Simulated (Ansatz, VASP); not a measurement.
## One calculation of BaTiO3, two programs

Contents of INCAR:

```
PREC = Accurate ; ENCUT = 520
EDIFF = 1E-7 ; ISMEAR = 0
SIGMA = 0.01 ; LREAL = False
LASPH = True ; NELM = 80
ALGO = Normal ; ISIF = 2
LWAVE = False ; LCHARG = True
GGA = PE ; LELF = True
LVHAR = True ; NBANDS = 28
```

Contents of KPOINTS:

```
regular mesh
0
Gamma
  6 6 6
```

File POSCAR:

```
BaTiO3
1.0
    2.8399983158      1.6396737921      2.3313532671
   -2.8399983158      1.6396737921      2.3313532671
    0.0000000000     -3.2793475843      2.3313532671
Ba Ti O
1 1 3
Direct
   -0.0032057792     -0.0032057792     -0.0032057792
    0.4833346603      0.4833346603      0.4833346603
    0.5098255442      0.5098255442      0.0194200304
    0.0194200304      0.5098255442      0.5098255442
    0.5098255442      0.0194200304      0.5098255442
```

Input for Ansatz:

```yaml
crystal:
  lattice:
    - [2.8399983158, 1.6396737921, 2.3313532671]
    - [-2.8399983158, 1.6396737921, 2.3313532671]
    - [0.0, -3.2793475843, 2.3313532671]
  atoms:
    - { symbol: Ba, position: [-0.0032057792, -0.0032057792, -0.0032057792] }
    - { symbol: Ti, position: [0.4833346603, 0.4833346603, 0.4833346603] }
    - { symbol: O, position: [0.5098255442, 0.5098255442, 0.0194200304] }
    - { symbol: O, position: [0.0194200304, 0.5098255442, 0.5098255442] }
    - { symbol: O, position: [0.5098255442, 0.0194200304, 0.5098255442] }
kpoints:
  mp_grid: { grid: [6, 6, 6] }
  band_path:
    path:
      - [0.0, 0.0, 0.0]
      - [0.5, 0.5, 0.5]
      - [0.5035661172, 0.4964338828, 0.5]
      - [0.5, -0.4964338828, 0.4964338828]
      - [0.5, 0.0, 0.0]
      - [0.4982169414, -0.4982169414, 0.0]
      - [0.5017830586, 0.0, 0.4982169414]
      - [-0.052083, 0.010417, 0.010417]
      - [0.0498216941, -0.0498216941, 0.0]
    npoints: 1
hamiltonian:
  xc: pbe
scf:
  occupations: { method: fixed }
  n_extra_bands: 5
output:
  forces: true
  stress: true
  eigenvalues: true
```

Alike in both runs: task single point; functional PBE; k mesh 6 × 6 × 6; no spin polarisation.

|  | VASP | Ansatz |
| --- | --- | --- |
| version | VASP 6.6.1 | Ansatz 0.2.0 |
| potentials or method | VASP PAW PBE potentials, release 64 (Ba_sv, Ti_sv, O) | plane waves, PAW |
| plane-wave cutoff (eV) | 520 | 420 |
| occupations | gaussian, width 0.01 eV | fixed |
| valence electrons in the cell | 40 | 40 |

```csv
,VASP,Ansatz,Ansatz less VASP
gap on the k mesh at the Fermi level (eV),2.46,2.51,+0.050
pressure (GPa),4.9,3.2,-1.72
"traceless stress, the component that is largest in VASP (GPa)",-0.14,-0.09,+0.051
rms of the force components (eV/Å),0.067,0.042,-0.0248
```

Atom by atom the forces differ by 0.031 eV/Å (rms over components).

Spin-orbit coupling is off throughout.
